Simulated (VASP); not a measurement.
Ta3N: single point with PBE+U

Ta3N:

```
CELL_PARAMETERS angstrom
3.03222 0.00000 0.00000
-1.51611 2.62598 0.00000
0.00000 0.00000 7.52414
ATOMIC_POSITIONS crystal
Ta 0.66667 0.33333 0.82607
Ta 0.33333 0.66667 0.17393
Ta 0.00000 0.00000 0.50000
N 0.00000 0.00000 0.00000
```

* Program: VASP 6.6.1
* Task: single point
* Functional: PBE
* Potentials or basis: VASP PAW PBE potentials, release 64 (Ta_pv, N)
* Cutoff: 520 eV
* k mesh: 10 × 10 × 4
* Occupations: fermi-dirac, width 0.05 eV
* Spin: no spin polarisation
* Hubbard terms: Ta d U = 1.0 eV
* Dipole correction: no
* Further INCAR settings: ALGO = Normal; EDIFF = 1e-06; NBANDS = 27

| Property | Result |
| --- | --- |
| Pressure | 2.4 GPa |
| Largest force | 0.013 eV/Å |
| Band gap on the k mesh | zero (band 19 reaches 7.10 eV, above the bottom of band 20 at 6.52 eV) |

Forces in eV/Å, atoms in the order of the input:
```
Ta   0.000  0.000 -0.013
Ta   0.000  0.000  0.013
Ta   0.000  0.000  0.000
N    0.000  0.000  0.000
```

Stress tensor (GPa, compression positive):
```
2.10 0.00 0.00
0.00 2.10 0.00
0.00 0.00 3.11
```

Levels at points of the mesh, in eV from the Fermi level:
```csv
k point,band 15,band 16,band 17,band 18,band 19,band 20,band 21,band 22,band 23,band 24
"(0.00, 0.00, 0.00)",-3.60,-1.51,-0.44,-0.44,-0.31,0.31,0.31,0.91,1.87,1.87
"(0.50, 0.00, 0.00)",-3.80,-3.14,-1.27,-0.52,0.14,0.74,0.79,3.50,4.04,4.43
"(0.00, 0.00, 0.50)",-3.86,-1.30,-1.15,-0.23,-0.23,0.56,0.56,1.20,1.31,1.31
"(0.50, 0.00, 0.50)",-3.75,-2.92,-1.42,-1.27,0.08,0.92,1.28,2.45,4.40,4.51
```

Eigenvalues of the final occupation matrices:
| site | spin | trace | eigenvalues |
| --- | --- | --- | --- |
| site 1 d | 1 | 1.19 | 0.22 0.22 0.25 0.25 0.26 |
| site 1 d | 2 | 1.19 | 0.22 0.22 0.25 0.25 0.26 |
| site 2 d | 1 | 1.19 | 0.22 0.22 0.25 0.25 0.26 |
| site 2 d | 2 | 1.19 | 0.22 0.22 0.25 0.25 0.26 |
| site 3 d | 1 | 1.10 | 0.16 0.16 0.25 0.25 0.28 |
| site 3 d | 2 | 1.10 | 0.16 0.16 0.25 0.25 0.28 |

Wall time 2.6 min on 1 thread of Intel Xeon 8259CL (shared host), peak memory 0.21 GiB.

Caveat: spin-orbit coupling is left out, which moves the levels of the heavy elements; U without spin polarisation on a metal has little footing.
